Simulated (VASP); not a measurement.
Here is a VASP 6.6.1 calculation.

File INCAR:

```
ALGO = Normal
EDIFF = 1E-6
ENCUT = 600
GGA = RP
GGA_COMPAT = False
ISIF = 2
ISMEAR = 1
IVDW = 13
LASPH = True
LCHARG = False
LMAXMIX = 4
LORBIT = 11
LORBMOM = True
LREAL = False
LSORBIT = True
LWAVE = False
MAGMOM = 0 0 0
NBANDS = 18
NELM = 200
PREC = Accurate
SIGMA = 0.15
```

File KPOINTS:

```
k-points
0
Gamma
  12 12 12
```

POSCAR

```
Re
1.0
    0.0000000000      2.0009898200      2.0009898200
    2.0009898200      0.0000000000      2.0009898200
    2.0009898200      2.0009898200      0.0000000000
Re
1
Direct
    0.0000000000      0.0000000000      0.0000000000
```

Potentials or basis: VASP PAW PBE potentials, release 64 (Re).

Run with:

```bash
$ cat potpaw_PBE.64/Re/POTCAR > POTCAR
$ mpirun -np 1 vasp_ncl > vasp.out
```

Problem. Estimate the dispersion energy per atom.

Solution. -1.123 eV.

Problem. Estimate the pressure.

Solution. -28.0 GPa.

Problem. What does it give for the net moment?

Solution. 0.00 μB per cell.

Moments on the atoms (μB; x, y, z):
```
Re  0.00 0.00 0.00
```

Caveat: the cell stands under tension; the PAW data sets were made with another functional, which shifts forces and pressure a little.
